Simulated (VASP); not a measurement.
## Hf: single point with BLYP

The system is Hf.

```
Hf
1.0
    -1.83548    1.83548    1.83548
     1.83548   -1.83548    1.83548
     1.83548    1.83548   -1.83548
Hf
1
Cartesian
  0.0000 0.0000 0.0000
```

This cell differs from its parent crystal: volume scaled by 1.08.

```yaml
Program: VASP 6.6.1
Task: single point
Functional: BLYP
Potentials_or_basis: VASP PAW PBE potentials, release 64 (Hf_pv)
Cutoff: 520 eV
k_mesh: 14 × 14 × 14
Occupations: fermi-dirac, width 0.1 eV
Spin: no spin polarisation
Dipole_correction: no
Further_INCAR_settings: ALGO = Normal; EDIFF = 1e-06; NBANDS = 11
```

The pressure is -6.3 GPa and the band gap on the k mesh is zero (band 5 reaches 5.76 eV, above the bottom of band 6 at 3.77 eV).

Levels at points of the mesh, in eV from the Fermi level:
| k point | band 1 | band 2 | band 3 | band 4 | band 5 | band 6 | band 7 | band 8 | band 9 | band 10 |
| --- | --- | --- | --- | --- | --- | --- | --- | --- | --- | --- |
| (0.00, 0.00, 0.00) | -30.13 | -30.13 | -30.13 | -6.59 | 1.31 | 1.31 | 1.31 | 3.79 | 3.79 | 12.22 |
| (0.50, 0.00, 0.00) | -30.72 | -30.32 | -30.13 | -3.07 | -0.43 | 0.94 | 3.57 | 4.44 | 6.56 | 8.71 |
| (0.50, 0.50, 0.50) | -30.55 | -30.55 | -30.55 | -2.19 | -2.19 | 5.86 | 5.86 | 5.86 | 6.63 | 6.63 |

Wall time 33 s on 1 thread of Intel Xeon 8259CL (shared host), peak memory 0.16 GiB.

Caveat: the PAW data sets were made with another functional, which shifts forces and pressure a little; spin-orbit coupling is left out, which moves the levels of the heavy elements.
